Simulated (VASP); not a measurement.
A run of VASP 6.6.1 is set up as follows.

POSCAR

```
BP
1.0
    0.0000000000      2.1782400000      2.0874800000
    2.1782400000      0.0000000000      2.0874800000
    2.1782400000      2.1782400000      0.0000000000
B P
1 1
Direct
    0.0000000000      0.0000000000      0.0000000000
    0.7500000000      0.7500000000      0.7500000000
```

The input INCAR.step1:

```
SYSTEM = BP
PREC     = Accurate       ! precision mode
ENCUT    = 520            ! plane-wave cutoff, eV
ISMEAR   = 0              ! smearing method
SIGMA    = 0.05           ! smearing width, eV
LREAL    = .False.        ! projectors in reciprocal space
LASPH    = .True.         ! aspherical terms in the spheres
NELM     = 100            ! most SCF steps
NBANDS   = 11             ! bands
GGA      = PE             ! functional
ALGO     = Normal         ! electronic algorithm
EDIFF    = 1E-4           ! SCF threshold, eV
LWAVE    = .True.         ! write WAVECAR
LCHARG   = .False.        ! write CHGCAR
```

INCAR.step2

```
SYSTEM = BP
PREC     = Accurate       ! precision mode
ENCUT    = 520            ! plane-wave cutoff, eV
EDIFF    = 1E-7           ! SCF threshold, eV
ISMEAR   = 0              ! smearing method
SIGMA    = 0.05           ! smearing width, eV
LREAL    = .False.        ! projectors in reciprocal space
LASPH    = .True.         ! aspherical terms in the spheres
NELM     = 100            ! most SCF steps
ALGO     = Normal         ! electronic algorithm
ISIF     = 2              ! what is computed and relaxed
LWAVE    = .False.        ! write WAVECAR
LCHARG   = .False.        ! write CHGCAR
METAGGA  = R2SCAN         ! meta-GGA
LMIXTAU  = .True.       
NBANDS   = 11             ! bands
ISTART   = 1
```

Contents of KPOINTS:

```
Automatic mesh
0
Gamma
  10 10 10
  0 0 0
```

Potentials or basis: VASP PAW PBE potentials, release 64 (B, P).

Command:

```sh
$ cat potpaw_PBE.64/B/POTCAR potpaw_PBE.64/P/POTCAR > POTCAR
$ cp INCAR.step1 INCAR
$ mpirun -np 1 vasp_std > vasp.out
$ cp INCAR.step2 INCAR
$ mpirun -np 1 vasp_std > vasp.out
```

(1) Predict the band gap on the k mesh.

(2) What does it give for the pressure?

## Answers

(1) 0.51 eV (least direct gap 3.51 eV).

(2) 36.8 GPa.

Caveat: the cell differs from its parent crystal (strain -0.040 along x and y, -0.080 along z); the stress differs along the axes, from 32 to 46 GPa; semilocal functionals underestimate gaps, and a narrow one can read as zero; the PAW data sets were made with another functional, which shifts forces and pressure a little.
